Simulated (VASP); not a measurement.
The system is TaWC2.

```
CELL_PARAMETERS angstrom
1.57186 0.90751 5.10162
-1.57186 0.90751 5.10162
0.00000 -1.81502 5.10162
ATOMIC_POSITIONS crystal
W 0.00000 0.00000 0.00000
Ta 0.50000 0.50000 0.50000
C 0.25093 0.25093 0.25093
C 0.74907 0.74907 0.74907
```

| Quantity | Value |
| --- | --- |
| Program | VASP 6.6.1 |
| Task | relaxation of cell and atoms |
| Functional | PBEsol |
| Potentials or basis | VASP PAW PBE potentials, release 64 (W_sv, Ta_pv, C) |
| Cutoff | 600 eV |
| k mesh | 10 × 10 × 10 |
| Occupations | fermi-dirac, width 0.05 eV |
| Spin | no spin polarisation |

At the start: pressure -10.1 GPa; volume 10.92 Å³/atom.

**Question.** Where does the relaxation end?

**Answer.** Over 9 steps the energy falls by 10.2 meV/atom and the volume is 10.60 Å³/atom (-2.9 %); space group R-3m (No. 166, to 0.1 Å) before and after.

The path:
| step | energy change (eV) | largest force (eV/Å) | pressure (GPa) | volume (Å³) |
| --- | --- | --- | --- | --- |
| 1 | 0.0000 | 0.0905 | -10.06 | 43.66 |
| 2 | 0.2234 | 0.0053 | 30.71 | 39.47 |
| 3 | -0.0406 | 0.0740 | -0.26 | 42.44 |
| 4 | -0.0406 | 0.0734 | 0.00 | 42.41 |
| 5 | -0.0406 | 0.0730 | 0.21 | 42.39 |
| 6 | -0.0408 | 0.0074 | 0.21 | 42.39 |
| 7 | -0.0408 | 0.0006 | 0.21 | 42.39 |
| 8 | -0.0408 | 0.0001 | -0.43 | 42.46 |
| 9 | -0.0409 | 0.0003 | 0.00 | 42.41 |

Final structure:
```
W Ta C
1.0
     1.55638    0.89858    5.05403
    -1.55638    0.89858    5.05403
     0.00000   -1.79716    5.05403
W Ta C
1 1 2
Direct
  0.00000 0.00000 0.00000
  0.50000 0.50000 0.50000
  0.25124 0.25124 0.25124
  0.74876 0.74876 0.74876
```

Caveat: the highest band is partly filled, so the run has too few bands; the PAW data sets were made with another functional, which shifts forces and pressure a little.
